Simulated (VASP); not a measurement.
# Cu (Fm-3m) in VASP: notebook

The runs below take Cu through relaxation of cell and atoms, single point, with PBE.

Program: VASP 6.6.1. These are calculated values, not measurements. Logs are shortened: lines on timing, memory, paths and dates and some standing lists are left out, and cuts for length are marked.

### 1 The cell of the first run

Symmetry: Fm-3m, No. 225, cubic system. The conventional cell has a = 3.496 Å, b = 3.496 Å, c = 3.496 Å, α = 90.00°, β = 90.00°, γ = 90.00°. Cu (site symmetry m-3m) has 12 Cu at 2.47 Å within 3.3 Å.

### 2 Relaxation of cell and atoms, PBE, target pressure 21.1 GPa, at which the enthalpy is minimised

INCAR reads:

```
SYSTEM = Cu
PREC     = Accurate       ! precision mode
ENCUT    = 600            ! plane-wave cutoff, eV
EDIFF    = 1E-7           ! SCF threshold, eV
ISMEAR   = 0              ! smearing method
SIGMA    = 0.1            ! smearing width, eV
LREAL    = .False.        ! projectors in reciprocal space
LASPH    = .True.         ! aspherical terms in the spheres
NELM     = 100            ! most SCF steps
ALGO     = Normal         ! electronic algorithm
ISIF     = 3              ! what is computed and relaxed
LWAVE    = .False.        ! write WAVECAR
LCHARG   = .False.        ! write CHGCAR
GGA      = PE             ! functional
IBRION   = 2              ! ionic algorithm
NSW      = 80             ! ionic steps
EDIFFG   = -0.05          ! ionic threshold
PSTRESS  = 211.0
```

KPOINTS reads:

```
Automatic mesh
0
Gamma
  10 10 10
  0 0 0
```

POSCAR reads:

```
Cu
1.0
    0.0000000000      1.7477826187      1.7477826187
    1.7477826187      0.0000000000      1.7477826187
    1.7477826187      1.7477826187      0.0000000000
Cu
1
Direct
    0.0000000000      0.0000000000      0.0000000000
```

Potentials or basis: VASP PAW PBE potentials, release 64 (Cu).

Run with:

```sh
> cat potpaw_PBE.64/Cu/POTCAR > POTCAR
> mpirun -np 1 vasp_std > vasp.out
```

OUTCAR:

```text
SYSTEM = Cu
   PREC = Accurate
   ENCUT = 600
   EDIFF = 1E-7
   ISMEAR = 0
   LREAL = .False.
   LASPH = .True.
   NELM = 100
   ISIF = 3
   GGA = PE
   IBRION = 2
   NSW = 80
   EDIFFG = -0.05
   PSTRESS = 211.0

 ion  position               nearest neighbor table
   1  0.000  0.000  0.000-

  LATTYP: Found a face centered cubic cell.
 ALAT       =     3.4955652374

  Lattice vectors:

 A1 = (   0.0000000000,   1.7477826187,   1.7477826187)
 A2 = (   1.7477826187,   0.0000000000,   1.7477826187)
 A3 = (   1.7477826187,   1.7477826187,   0.0000000000)

Analysis of symmetry for initial positions (statically):
=====================================================================
 Subroutine PRICEL returns:
 Original cell was already a primitive cell.

 Routine SETGRP: Setting up the symmetry group for a
 face centered cubic supercell.

 Subroutine GETGRP returns: Found 48 space group operations
 (whereof 48 operations were pure point group operations)
 out of a pool of 48 trial point group operations.

The static configuration has the point symmetry O_h .

Analysis of symmetry for dynamics (positions and initial velocities):
=====================================================================
 Subroutine PRICEL returns:
 Original cell was already a primitive cell.

 Routine SETGRP: Setting up the symmetry group for a
 face centered cubic supercell.

 Subroutine GETGRP returns: Found 48 space group operations
 (whereof 48 operations were pure point group operations)
 out of a pool of 48 trial point group operations.

The dynamic configuration has the point symmetry O_h .

 Subroutine INISYM returns: Found 48 space group operations
 (whereof 48 operations are pure point group operations),
 and found     1 'primitive' translations

----------------------------------------------------------------------------------------

                                     Primitive cell

  volume of cell :      10.6781

  direct lattice vectors                    reciprocal lattice vectors
     0.000000000  1.747782619  1.747782619    -0.286076766  0.286076766  0.286076766
     1.747782619  0.000000000  1.747782619     0.286076766 -0.286076766  0.286076766
     1.747782619  1.747782619  0.000000000     0.286076766  0.286076766 -0.286076766

  length of vectors
     2.471737883  2.471737883  2.471737883     0.495499494  0.495499494  0.495499494

  position of ions in fractional coordinates (direct lattice)
     0.000000000  0.000000000  0.000000000

  ion indices of the primitive-cell ions
   primitive index   ion index
                 1           1

----------------------------------------------------------------------------------------

 KPOINTS: Automatic mesh

Automatic generation of k-mesh.
 Grid dimensions read from file:
 generate k-points for:   10   10   10

 Generating k-lattice:

  Cartesian coordinates                     Fractional coordinates (reciprocal lattice)
    -0.028607677  0.028607677  0.028607677     0.100000000  0.000000000  0.000000000
     0.028607677 -0.028607677  0.028607677     0.000000000  0.100000000  0.000000000
     0.028607677  0.028607677 -0.028607677     0.000000000  0.000000000  0.100000000

  Length of vectors
     0.049549949  0.049549949  0.049549949

  Shift w.r.t. Gamma in fractional coordinates (k-lattice)
     0.000000000  0.000000000  0.000000000

 Subroutine IBZKPT returns following result:
 ===========================================

 Found     47 irreducible k-points:

 Following reciprocal coordinates:
            Coordinates               Weight
  0.000000  0.000000  0.000000      1.000000
  0.100000  0.000000  0.000000      8.000000
  0.200000  0.000000  0.000000      8.000000
  0.300000  0.000000  0.000000      8.000000
  0.400000  0.000000  0.000000      8.000000
  0.500000  0.000000  0.000000      4.000000
[... 16 lines left out ...]
  0.300000  0.300000  0.000000      6.000000
  0.400000  0.300000  0.000000     24.000000
 [... further k-points ...]
   k-points           NKPTS =     47   k-points in BZ     NKDIM =     47   number of bands    NBANDS=      9
   number of dos      NEDOS =    301   number of ions     NIONS =      1
   total plane-waves  NPLWV =   8000
   dimension x,y,z NGX =    20 NGY =   20 NGZ =   20
   dimension x,y,z NGXF=    40 NGYF=   40 NGZF=   40
   ions per type =               1
   NGX,Y,Z   is equivalent  to a cutoff of  13.45, 13.45, 13.45 a.u.
   NGXF,Y,Z  is equivalent  to a cutoff of  26.90, 26.90, 26.90 a.u.
 SYSTEM =  Cu
   PREC   = accura    normal or accurate (medium, high low for compatibility)
   ISTART =      0    job   : 0-new  1-cont  2-samecut
   ICHARG =      2    charge: 1-file 2-atom 10-const
   ISPIN  =      1    spin polarized calculation?
   LNONCOLLINEAR =      F non collinear calculations
   LSORBIT =      F    spin-orbit coupling
   LASPH  =      T    aspherical Exc in radial PAW
   ENCUT  =  600.0 eV  44.10 Ry    6.64 a.u.   4.94  4.94  4.94*2*pi/ulx,y,z
   NELM   =    100;   NELMIN=  2; NELMDL= -5     # of ELM steps
   EDIFF  = 0.1E-06   stopping-criterion for ELM
   LREAL  =      F    real-space projection
   EDIFFG = -.5E-01   stopping-criterion for IOM
   NSW    =     80    number of steps for IOM
   IBRION =      2    ionic relax: 0-MD 1-quasi-New 2-CG
   NFREE  =      1    steps in history (QN), initial steepest desc. (CG)
   ISIF   =      3    stress and relaxation
   ISYM   =      2    0-nonsym 1-usesym 2-fastsym
   POTIM  = 0.5000    time-step for ionic-motion
   TEBEG  =    0.0;   TEEND  =   0.0 temperature during run
   PSTRESS=  211.0 pullay stress
   NELECT =      11.0000    total number of electrons
   NUPDOWN=      -1.0000    fix difference up-down
   EMIN   =  10.00;   EMAX   =-10.00  energy-range for DOS
   EFERMI =   0.00;   METHOD = LEGACY
   ISMEAR =     0;   SIGMA  =   0.10  broadening in eV -4-tet -1-fermi 0-gaus
   EFERMI_NEDOS =   21; number of points for ismear=-14 and -15
   IALGO  =     38    algorithm
   IMIX   =      4    mixing-type and parameters
     AMIX     =   0.40;   BMIX     =  1.00
     AMIX_MAG =   1.60;   BMIX_MAG =  1.00
  volume/ion in A,a.u.               =      10.68        72.06
  Fermi-wavevector in a.u.,A,eV,Ry     =   1.653389  3.124452 37.194170  2.733694
  Thomas-Fermi vector in A             =   2.741835
   LORBIT       =      0    0 simple, 1 ext, 2 COOP (PROOUT), +10 PAW based schemes
   GGA     = PE    functional components
   LHFCALC =     F    Hartree Fock is set to
   AEXX    =    0.0000 exact exchange contribution
   IVDW    =     0    specifies the selected vdW correction
   LEPSILON=     F    determine dielectric tensor
   LRPA    =     F    only Hartree local field effects (RPA)
 conjugate gradient relaxation of ions
 non-spin polarized calculation
 Gauss-broadening in eV      SIGMA  =   0.10
  energy-cutoff  :      600.00
  volume of cell :       10.68
 maximum number of plane-waves:       368
   NGX =  9   NGY =  9   NGZ =  9

 number of electron      10.9999989 magnetization

 Free energy of the ion-electron system (eV)
  ---------------------------------------------------
  ext. energy  EPLUGINS =         0.00000000
  ---------------------------------------------------
  free energy    TOTEN  =        -3.63401609 eV

  energy without entropy =       -3.63046213  energy(sigma->0) =       -3.63223911

 E-fermi :   8.7817     XC(G=0): -13.3238

 val. band max:        8.7223014516   @ k =  -0.2000   0.3000   0.1000
 cond. band min:       9.0592019284   @ k =   0.5000   0.3000   0.1000
 fundamental gap:      0.3369004768
 Fermi energy:         8.7817309148

 k-point     1 :       0.0000    0.0000    0.0000
  band No.  band energies     occupation
      1      -1.2439      2.00000
      2       5.5364      2.00000
      3       5.5364      2.00000
      4       5.5364      2.00000
      5       6.4977      2.00000
      6       6.4977      2.00000
      7      32.2968      0.00000
      8      35.7428      0.00000
      9      35.7429      0.00000

 k-point     2 :       0.1000    0.0000    0.0000
  band No.  band energies     occupation
      1      -0.8543      2.00000
      2       5.4488      2.00000
      3       5.6108      2.00000
      4       5.6108      2.00000
      5       6.4703      2.00000
      6       6.4703      2.00000
      7      30.0979      0.00000
      8      33.3660      0.00000
      9      34.8401      0.00000

 k-point     3 :       0.2000    0.0000    0.0000
  band No.  band energies     occupation
      1       0.2591      2.00000
      2       5.2720      2.00000
      3       5.7218      2.00000
      4       5.7218      2.00000
      5       6.4937      2.00000
      6       6.4937      2.00000
      7      24.8254      0.00000
      8      32.7048      0.00000
      9      33.7252      0.00000

 k-point     4 :       0.3000    0.0000    0.0000
  band No.  band energies     occupation
      1       1.8253      2.00000
      2       5.3193      2.00000
      3       5.6691      2.00000
      4       5.6691      2.00000
      5       6.7368      2.00000
      6       6.7368      2.00000
      7      19.7532      0.00000
      8      31.8356      0.00000
      9      33.0002      0.00000
[... 205 lines left out ...]
 k-point    22 :      -0.2000    0.2000    0.0000
  band No.  band energies     occupation
      1       2.4023      2.00000
      2       4.9507      2.00000
      3       5.5050      2.00000
      4       6.0960      2.00000
      5       6.2082      2.00000
      6       7.5034      2.00000
      7      22.0638      0.00000
      8      22.9937      0.00000
      9      33.5600      0.00000

 k-point    23 :       0.3000    0.3000    0.0000
  band No.  band energies     occupation
      1       2.5905      2.00000
      2       4.4461      2.00000
      3       6.1702      2.00000
      4       6.5853      2.00000
      5       6.5853      2.00000
      6       6.9132      2.00000
      7      25.3745      0.00000
      8      25.6973      0.00000
      9      25.6973      0.00000

 k-point    24 :       0.4000    0.3000    0.0000
  band No.  band energies     occupation
      1       3.3130      2.00000
      2       4.2877      2.00000
      3       6.1401      2.00000
      4       6.6539      2.00000
      5       7.1221      2.00000
      6       7.7771      2.00000
      7      21.8187      0.00000
      8      22.7978      0.00000
      9      24.8224      0.00000

 [... further k-points ...]
[... 5 lines left out ...]
  --------------------------------------------------------------------------------------
  -------------------------------------------------------------------------------------
  Total        1.4474388      1.4474388      1.4474388     -0.0000000      0.0000000     -0.0000000
  in kB      217.1793577    217.1793577    217.1793577     -0.0000000      0.0000000     -0.0000000
  external PRESSURE =       6.1793577 kB  Pullay stress =     211.0000000 kB

 VOLUME and BASIS-vectors are now :
 -----------------------------------------------------------------------------
  energy-cutoff  :      600.00
  volume of cell :       10.68
      direct lattice vectors                 reciprocal lattice vectors
     0.000000000  1.747782619  1.747782619    -0.286076766  0.286076766  0.286076766
     1.747782619  0.000000000  1.747782619     0.286076766 -0.286076766  0.286076766
     1.747782619  1.747782619  0.000000000     0.286076766  0.286076766 -0.286076766

 POSITION                                       TOTAL-FORCE (eV/Angst)
 -----------------------------------------------------------------------------------
      0.00000      0.00000      0.00000         0.000000     -0.000000     -0.000000
 -----------------------------------------------------------------------------------
    total drift:                                0.000000      0.000000      0.000000

  FREE ENERGIE OF THE ION-ELECTRON SYSTEM (eV)
  ---------------------------------------------------
  free  energy   TOTEN  =        -3.6340160912 eV

  energy  without entropy=       -3.6304621286  energy(sigma->0) =       -3.63223911

  enthalpy is  TOTEN    =        -2.2277609708 eV   P V=        1.4062551204

 reached required accuracy - stopping structural energy minimisation
```

Wall time 11 s (1 thread of Intel Xeon 8259CL, shared host); peak memory 0.13 GiB.

What came out:

```
Free energy             : -3.6340 eV
Pressure after relaxing : 21.7 GPa
```

Final structure:
```cif
data_structure
_symmetry_space_group_name_H-M 'P 1'
_symmetry_Int_Tables_number 1
_cell_length_a 2.4717
_cell_length_b 2.4717
_cell_length_c 2.4717
_cell_angle_alpha 60.000
_cell_angle_beta 60.000
_cell_angle_gamma 60.000
_cell_volume 10.68
loop_
_atom_site_label
_atom_site_type_symbol
_atom_site_fract_x
_atom_site_fract_y
_atom_site_fract_z
_atom_site_occupancy
Cu1 Cu 0.00000 0.00000 0.00000 1
```

Levels at points of the mesh, in eV from the Fermi level:
```csv
k point,band 2,band 3,band 4,band 5,band 6,band 7,band 8,band 9
"(0.00, 0.00, 0.00)",-3.25,-3.25,-3.25,-2.28,-2.28,23.52,26.96,26.96
"(0.50, 0.00, 0.00)",-3.29,-3.29,-1.62,-1.62,-1.19,4.41,21.96,23.81
"(0.50, 0.50, 0.00)",-4.87,-1.64,-1.46,-1.46,1.55,7.96,14.01,14.01
```

Caveat: the relaxation stopped at its first step, so nothing moved; the cell is relaxed towards a set pressure, so the enthalpy falls and the energy may rise.

[end of part 1 of 2]
